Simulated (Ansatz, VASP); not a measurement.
## One calculation of SiC, two programs

```
CELL_PARAMETERS angstrom
3.09412 0.00000 0.00000
-1.54706 2.67959 0.00000
0.00000 0.00000 10.12934
ATOMIC_POSITIONS crystal
Si 0.66667 0.33333 0.93784
Si 0.33333 0.66667 0.43784
Si 0.00000 0.00000 0.68790
Si 0.00000 0.00000 0.18790
C 0.66667 0.33333 0.74981
C 0.33333 0.66667 0.24981
C 0.00000 0.00000 0.50045
C 0.00000 0.00000 0.00045
```

Alike in both runs: task single point; functional PBE; k mesh 12 × 12 × 4; occupations gaussian, width 0.01 eV; no spin polarisation.

|  | VASP | Ansatz |
| --- | --- | --- |
| version | VASP 6.6.1 | Ansatz 0.2.0 |
| potentials or method | VASP PAW PBE potentials, release 64 (Si, C), cutoff 600 eV | scalar-relativistic, plane waves, PAW |
| valence electrons in the cell | 32 | 32 |

```csv
,VASP,Ansatz,Ansatz less VASP
gap on the k mesh at the Fermi level (eV),2.22,2.22,+0.001
least direct gap on the mesh (eV),3.34,3.34,+0.001
pressure (GPa),-0.2,0.0,+0.19
```

With one functional, cell and mesh, what is left measures potentials, basis and numerics.
